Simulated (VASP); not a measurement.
## Si4Ru: single point with PBE

Crystal: Si4Ru.

```
Si Ru
1.0
     2.71022   -2.71037    0.00000
    -2.71022    0.00000   -5.34627
     5.42043    5.42074    0.00000
Si Ru
8 2
Direct
  0.63956 0.27913 0.06978
  0.63956 0.27913 0.56978
  0.86044 0.72087 0.18022
  0.86044 0.72087 0.68022
  0.36044 0.72087 0.43022
  0.36044 0.72087 0.93022
  0.13956 0.27913 0.31978
  0.13956 0.27913 0.81978
  0.00000 0.00000 0.00000
  0.00000 0.00000 0.50000
```

| Property | Result |
| --- | --- |
| Program | VASP 6.6.1 |
| Task | single point |
| Functional | PBE |
| Potentials or basis | VASP PAW PBE potentials, release 64 (Si, Ru_pv) |
| Cutoff | 500 eV |
| k mesh | 6 × 6 × 4 |
| Occupations | gaussian, width 0.2 eV |
| Spin | no spin polarisation |

* Pressure: 0.0 GPa
* Largest force: 0.006 eV/Å
* Band gap on the k mesh: zero (bands 30 and 31 overlap by 1.22 eV)

Forces in eV/Å, atoms in the order of the input:
```
Si   0.002  0.002 -0.005
Si   0.002  0.002 -0.005
Si   0.003  0.003  0.003
Si   0.003  0.003  0.003
Si  -0.002 -0.002  0.005
Si  -0.002 -0.002  0.005
Si  -0.003 -0.003 -0.003
Si  -0.003 -0.003 -0.003
Ru   0.000  0.000  0.000
Ru   0.000  0.000  0.000
```

Stress tensor (GPa, compression positive):
```
-0.08  0.01 -0.02
 0.01 -0.08 -0.02
-0.02 -0.02  0.05
```

Levels at points of the mesh, in eV from the Fermi level:
```csv
k point,band 26,band 27,band 28,band 29,band 30,band 31,band 32,band 33,band 34,band 35
"(0.00, 0.00, 0.00)",-1.55,-1.55,-0.75,0.09,0.21,0.22,0.45,1.42,1.52,2.22
"(0.50, 0.00, 0.00)",-2.15,-1.71,-1.17,-0.98,-0.75,0.09,0.45,1.30,1.42,1.52
"(0.00, 0.50, 0.00)",-1.79,-1.71,-0.75,0.09,0.25,0.45,0.93,1.42,1.52,2.98
"(0.50, 0.50, 0.00)",-2.15,-1.71,-1.17,-0.98,-0.75,0.09,0.45,1.30,1.42,1.52
"(0.00, 0.00, 0.50)",-1.44,-0.88,-0.88,-0.34,-0.34,0.75,0.75,2.59,2.59,2.93
"(0.50, 0.00, 0.50)",-2.28,-1.82,-1.82,-0.96,-0.96,-0.13,-0.13,1.91,1.91,2.44
"(0.00, 0.50, 0.50)",-1.52,-1.30,-1.30,0.42,0.42,1.66,1.66,1.87,1.87,2.38
"(0.50, 0.50, 0.50)",-2.28,-1.82,-1.82,-0.96,-0.96,-0.13,-0.13,1.91,1.91,2.44
```

Run time: 15 min on 1 thread of Oxide Virtual Turin-like Processor, on a shared host, peak memory 0.45 GiB.
